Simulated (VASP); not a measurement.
# C (Fd-3m) in VASP: notebook, part 2 of 2

VASP 6.6.1. Earlier steps stand in the parts before.

**4. Single point, r2SCAN**

File POSCAR:

```
C
1.0
    0.0000000000      1.7801050049      1.7801050049
    1.7801050049      0.0000000000      1.7801050049
    1.7801050049      1.7801050049      0.0000000000
C
2
Direct
   -0.1250000000     -0.1250000000     -0.1250000000
    0.1250000000      0.1250000000      0.1250000000
```

File INCAR.step1:

```
SYSTEM = C
  ALGO = Normal
  EDIFF = 1E-5
  ENCUT = 910
  GGA = PE
  GGA_COMPAT = .FALSE.
  ISMEAR = -1
  LASPH = .TRUE.
  LCHARG = .FALSE.
  LREAL = .FALSE.
  LWAVE = .TRUE.
  NBANDS = 11
  NELM = 120
  PREC = Accurate
  SIGMA = 0.02
```

File INCAR.step2:

```
SYSTEM = C
  ALGO = Normal
  EDIFF = 1E-6
  ENCUT = 910
  GGA_COMPAT = .FALSE.
  ISIF = 2
  ISMEAR = -1
  ISTART = 1
  LASPH = .TRUE.
  LCHARG = .TRUE.
  LELF = .TRUE.
  LMIXTAU = .TRUE.
  LREAL = .FALSE.
  LVHAR = .TRUE.
  LWAVE = .FALSE.
  METAGGA = R2SCAN
  NBANDS = 11
  NELM = 120
  PREC = Accurate
  SIGMA = 0.02
```

File KPOINTS:

```
k-points
0
G
  16 16 16
  0 0 0
```

Potentials or basis: VASP PAW PBE potentials, release 64 (C_h).

Launch:

```bash
> cat potpaw_PBE.64/C_h/POTCAR > POTCAR
> cp INCAR.step1 INCAR
> mpirun -np 1 vasp_std > vasp.out
> cp INCAR.step2 INCAR
> mpirun -np 1 vasp_std > vasp.out
```

OUTCAR:

```text
SYSTEM = C
   EDIFF = 1E-6
   ENCUT = 910
   ISIF = 2
   ISMEAR = -1
   ISTART = 1
   LASPH = .TRUE.
   LREAL = .FALSE.
   METAGGA = R2SCAN
   NELM = 120
   PREC = Accurate

 ion  position               nearest neighbor table
   1  0.875  0.875  0.875-
   2  0.125  0.125  0.125-

  LATTYP: Found a face centered cubic cell.
 ALAT       =     3.5602100098

  Lattice vectors:

 A1 = (   0.0000000000,   1.7801050049,   1.7801050049)
 A2 = (   1.7801050049,   0.0000000000,   1.7801050049)
 A3 = (   1.7801050049,   1.7801050049,   0.0000000000)

Analysis of symmetry for initial positions (statically):
=====================================================================
 Subroutine PRICEL returns:
 Original cell was already a primitive cell.

 Routine SETGRP: Setting up the symmetry group for a
 face centered cubic supercell.

 Subroutine GETGRP returns: Found 48 space group operations
 (whereof 12 operations were pure point group operations)
 out of a pool of 48 trial point group operations.

The static configuration has the point symmetry D_3d.
 The point group associated with its full space group is O_h .

Analysis of symmetry for dynamics (positions and initial velocities):
=====================================================================
 Subroutine PRICEL returns:
 Original cell was already a primitive cell.

 Routine SETGRP: Setting up the symmetry group for a
 face centered cubic supercell.

 Subroutine GETGRP returns: Found 48 space group operations
 (whereof 12 operations were pure point group operations)
 out of a pool of 48 trial point group operations.

The dynamic configuration has the point symmetry D_3d.
 The point group associated with its full space group is O_h .

 Subroutine INISYM returns: Found 48 space group operations
 (whereof 12 operations are pure point group operations),
 and found     1 'primitive' translations

----------------------------------------------------------------------------------------

                                     Primitive cell

[... 113 lines left out ...]
  Thomas-Fermi vector in A             =   2.576391
   LORBIT       =      0    0 simple, 1 ext, 2 COOP (PROOUT), +10 PAW based schemes
   METAGGA = R2SCAN    functional components
   LHFCALC =     F    Hartree Fock is set to
   AEXX    =    0.0000 exact exchange contribution
   IVDW    =     0    specifies the selected vdW correction
   LEPSILON=     F    determine dielectric tensor
   LRPA    =     F    only Hartree local field effects (RPA)
 non-spin polarized calculation
  energy-cutoff  :      910.00
  volume of cell :       11.28
 maximum number of plane-waves:       725
 NGX is ok and might be reduce to    28
   NGX = 13   NGY = 13   NGZ = 13

 number of electron       8.0000000 magnetization

 Free energy of the ion-electron system (eV)
  ---------------------------------------------------
  ext. energy  EPLUGINS =         0.00000000
  ---------------------------------------------------
  free energy    TOTEN  =       -19.71952553 eV

  energy without entropy =      -19.71952553  energy(sigma->0) =      -19.71952553

 E-fermi :  11.4165     XC(G=0): -14.3002

 val. band max:       10.9947588983   @ k =   0.0000   0.0000   0.0000
 cond. band min:      15.3636223314   @ k =   0.3750   0.3750   0.0000
 fundamental gap:      4.3688634331
 Fermi energy:        11.4165007426

 k-point     1 :       0.0000    0.0000    0.0000
  band No.  band energies     occupation
      1     -11.7503      2.00000
      2      10.9948      2.00000
      3      10.9948      2.00000
      4      10.9948      2.00000
      5      16.8893      0.00000
      6      16.8893      0.00000
      7      16.8893      0.00000
      8      24.9798      0.00000
      9      31.4706      0.00000
     10      38.4089      0.00000
     11      38.4089      0.00000
[... 309 lines left out ...]
 k-point    24 :      -0.0625    0.0625    0.0000
  band No.  band energies     occupation
      1     -11.4481      2.00000
      2       9.4660      2.00000
      3       9.8519      2.00000
      4      10.8022      2.00000
      5      17.2008      0.00000
      6      17.7726      0.00000
      7      18.0759      0.00000
      8      25.2433      0.00000
      9      31.9805      0.00000
     10      35.0897      0.00000
     11      36.4909      0.00000

 [... further k-points ...]
[... 5 lines left out ...]
  --------------------------------------------------------------------------------------
  -------------------------------------------------------------------------------------
  Total       -0.0574655     -0.0574655     -0.0574655      0.0000000      0.0000000     -0.0000000
  in kB       -8.1611407     -8.1611407     -8.1611407      0.0000000      0.0000000     -0.0000000
  external PRESSURE =      -8.1611407 kB  Pullay stress =       0.0000000 kB

 VOLUME and BASIS-vectors are now :
 -----------------------------------------------------------------------------
  energy-cutoff  :      910.00
  volume of cell :       11.28
      direct lattice vectors                 reciprocal lattice vectors
     0.000000000  1.780105005  1.780105005    -0.280882307  0.280882307  0.280882307
     1.780105005  0.000000000  1.780105005     0.280882307 -0.280882307  0.280882307
     1.780105005  1.780105005  0.000000000     0.280882307  0.280882307 -0.280882307

 POSITION                                       TOTAL-FORCE (eV/Angst)
 -----------------------------------------------------------------------------------
      3.11518      3.11518      3.11518        -0.000000     -0.000000     -0.000000
      0.44503      0.44503      0.44503         0.000000      0.000000      0.000000
 -----------------------------------------------------------------------------------
    total drift:                                0.000000     -0.000000     -0.000000

  FREE ENERGIE OF THE ION-ELECTRON SYSTEM (eV)
  ---------------------------------------------------
  free  energy   TOTEN  =       -19.7195255258 eV

  energy  without entropy=      -19.7195255257  energy(sigma->0) =      -19.71952553
```

OUTCAR.step1:

```text
SYSTEM = C
   EDIFF = 1E-5
   ENCUT = 910
   GGA = PE
   ISMEAR = -1
[... 560 lines left out ...]
      3.11518      3.11518      3.11518        -0.000000     -0.000000     -0.000000
      0.44503      0.44503      0.44503         0.000000      0.000000      0.000000
 -----------------------------------------------------------------------------------
    total drift:                                0.000000     -0.000000     -0.000000

  FREE ENERGIE OF THE ION-ELECTRON SYSTEM (eV)
  ---------------------------------------------------
  free  energy   TOTEN  =       -18.2122629831 eV

  energy  without entropy=      -18.2122629831  energy(sigma->0) =      -18.21226298
```

OSZICAR.step1:

```text
N       E                     dE             d eps       ncg     rms          rms(c)
DAV:   1     0.801710360032E+01    0.80171E+01   -0.62351E+03  3190   0.108E+03
DAV:   2    -0.179948328659E+02   -0.26012E+02   -0.24375E+02  4595   0.160E+02
DAV:   3    -0.188388957887E+02   -0.84406E+00   -0.84137E+00  3890   0.225E+01
DAV:   4    -0.188413798313E+02   -0.24840E-02   -0.24840E-02  3427   0.127E+00
DAV:   5    -0.188413827431E+02   -0.29118E-05   -0.29122E-05  3707   0.459E-02    0.482E+00
DAV:   6    -0.183701342535E+02    0.47125E+00   -0.24201E-01  3328   0.350E+00    0.265E+00
DAV:   7    -0.182102971636E+02    0.15984E+00   -0.29949E-01  3508   0.390E+00    0.357E-01
DAV:   8    -0.182121981386E+02   -0.19010E-02   -0.85622E-03  3385   0.831E-01    0.413E-02
DAV:   9    -0.182122453620E+02   -0.47223E-04   -0.60294E-05  3887   0.685E-02    0.186E-02
DAV:  10    -0.182122631255E+02   -0.17763E-04   -0.14613E-05  3508   0.341E-02    0.250E-03
DAV:  11    -0.182122629831E+02    0.14238E-06   -0.25595E-07  1691   0.514E-03
   1 F= -.18212263E+02 E0= -.18212263E+02  d E =-.813132E-12
```

Wall time 69 s (1 thread of Intel Xeon 6975P-C (Granite Rapids), shared host); peak memory 0.17 GiB.

What came out:

- Free energy: -19.7195 eV
- Pressure: -0.8 GPa
- Band gap on the k mesh: 4.37 eV, indirect (least direct gap 5.89 eV)

Caveat: the cutoff is under 1.25 times the usual one of these potentials, so pressure, stress and relaxed cells hold a basis-set (Pulay) error; the PAW data sets were made with another functional, which shifts forces and pressure a little. r2SCAN opens gaps a little over a GGA but as a rule still falls short of measured ones.

**5. Overview**

| task | potentials or basis | cell | cutoff (eV) | second run | gap on the mesh (eV) | pressure (GPa) |
| --- | --- | --- | --- | --- | --- | --- |
| single point | VASP PAW PBE potentials, release 64 (C) | a = 2.517 Å, angles 60.0°, 2 atoms | 520 | - | 4.34 | 1.2 |
| relaxation of cell and atoms | VASP PAW PBE potentials, release 64 (C) | relaxed from a = 2.526 Å, angles 60.0°, 2 atoms | 600 | - | 4.34 | 0.0 |
| single point | VASP PAW PBE potentials, release 64 (C_h) | a = 2.517 Å, angles 60.0°, 2 atoms | 910 | hard_potentials | 4.37 | -0.8 |

Alike in all rows: level r2SCAN; no spin polarisation; k mesh 16 × 16 × 16; smearing fermi-dirac 0.02 eV.

Caveats: the PAW data sets were made with another functional, which shifts forces and pressure a little; the cutoff is under 1.25 times the usual one of these potentials, so pressure, stress and relaxed cells hold a basis-set (Pulay) error (some runs).

Absolute energies hang on the potentials; compare differences alone.
